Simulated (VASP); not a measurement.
**BN: single point with PBE+D3(BJ)**

BN:

```
B N
1.0
     2.50399    0.00000    0.00000
    -1.25200    2.16852    0.00000
     0.00000    0.00000    6.66120
B N
2 2
Cartesian
  -0.0625 1.3374 1.6653
  1.1895 0.6146 4.9959
  0.0000 1.4457 4.9959
  1.2520 0.7228 1.6653
```

This cell differs from its parent crystal: all B atoms moved +0.125 Å, as atom 1 towards its neighbour atom 1 (B) at 2.504 Å.

- Program: VASP 6.6.1
- Task: single point
- Functional: PBE
- Dispersion: D3(BJ)
- Potentials or basis: VASP PAW PBE potentials, release 64 (B, N)
- Cutoff: 520 eV
- k mesh: 12 × 12 × 4
- Occupations: gaussian, width 0.05 eV
- Spin: no spin polarisation
- Dipole correction: no
- Further INCAR settings: ALGO = Normal; EDIFF = 1e-07; NBANDS = 16

```yaml
Pressure: 6.6 GPa
Largest_force: 5.334 eV/Å
Band_gap_on_the_k_mesh: 3.91 eV, indirect (least direct gap 4.41 eV)
Dispersion_energy_per_atom: -0.141 eV
```

Forces in eV/Å, atoms in the order of the input:
```
B    3.510  4.017  0.000
B    1.724  5.048  0.000
N   -1.721 -5.049  0.000
N   -3.512 -4.015  0.000
```

Stress tensor (GPa, compression positive):
```
 8.97  2.01  0.00
 2.01 11.29  0.00
 0.00  0.00 -0.40
```

Levels at points of the mesh, in eV from the valence-band top:
```csv
k point,band 4,band 5,band 6,band 7,band 8,band 9,band 10,band 11,band 12,band 13
"(0.00, 0.00, 0.00)",-4.26,-2.83,-2.83,0.00,0.00,5.13,9.61,9.71,10.18,11.91
"(0.50, 0.00, 0.00)",-8.73,-4.87,-3.59,-1.72,-0.50,3.91,5.98,9.25,9.79,12.52
"(0.50, 0.50, 0.00)",-8.97,-4.01,-3.96,-1.60,-0.61,4.17,5.59,8.89,9.20,12.61
"(0.00, 0.00, 0.50)",-5.42,-2.83,-2.83,0.00,0.00,7.44,7.44,9.71,9.71,12.55
"(0.50, 0.00, 0.50)",-8.74,-4.87,-3.59,-1.47,-0.70,3.93,5.50,9.52,9.85,13.26
"(0.50, 0.50, 0.50)",-9.01,-3.98,-3.98,-1.09,-1.09,4.67,4.67,9.17,9.17,13.47
```

Run time: 65 s on 1 thread of Intel(R) Xeon(R) Platinum 8259CL CPU @ 2.50GHz (Skylake/Cascade Lake), with other jobs on the host, peak memory 0.2 GiB.

Caveat: the cell differs from its parent crystal (all B atoms moved +0.125 Å, as atom 1 towards its neighbour atom 1 (B) at 2.504 Å); forces of over 1 eV/Å act on the atoms, so gaps and moduli don't describe the material at rest. A k mesh can miss the band edges.
